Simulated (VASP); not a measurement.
Al2Cu: single point with PBE

Crystal: Al2Cu.

```
Al Cu
1.0
     4.10518    0.00000    0.00000
     0.00000    4.10518    0.00000
     0.00000    0.00000    2.89131
Al Cu
2 1
Direct
  0.50000 0.00000 0.50000
  0.00000 0.50000 0.50000
  0.00000 0.00000 0.00000
```

| Item | Value |
| --- | --- |
| Program | VASP 6.6.1 |
| Task | single point |
| Functional | PBE |
| Potentials or basis | VASP PAW PBE potentials, release 64 (Al, Cu) |
| Cutoff | 520 eV |
| k mesh | 4 × 4 × 6 |
| Occupations | gaussian, width 0.1 eV |
| Spin | no spin polarisation |

```json
{"Pressure": "0.5 GPa"}
```

Stress tensor (GPa, compression positive):
```
-0.57  0.00  0.00
 0.00 -0.57  0.00
 0.00  0.00  2.78
```

Levels at points of the mesh, in eV from the Fermi level:
```
           k point  band 7  band 8  band 9  band 10  band 11  band 12
(0.00, 0.00, 0.00)   -2.28   -2.28   -0.04     0.99     6.04     6.25
(0.50, 0.00, 0.00)   -3.97   -0.97    1.63     1.83     1.99     7.43
(0.50, 0.50, 0.00)   -4.00   -4.00   -2.35     8.61     8.61     9.38
(0.00, 0.00, 0.50)   -2.94    2.57    2.58     2.58     2.85     2.85
(0.50, 0.00, 0.50)   -2.96   -2.41   -1.64     3.72     4.09     4.41
(0.50, 0.50, 0.50)   -2.18   -2.18   -0.83    -0.78    -0.03    -0.03
```

It took 12 s on 1 thread of Intel(R) Xeon(R) 6975P-C (Granite Rapids) (shared host), peak memory 0.16 GiB.

Caveat: the k points lie up to 0.38 Å⁻¹ apart.
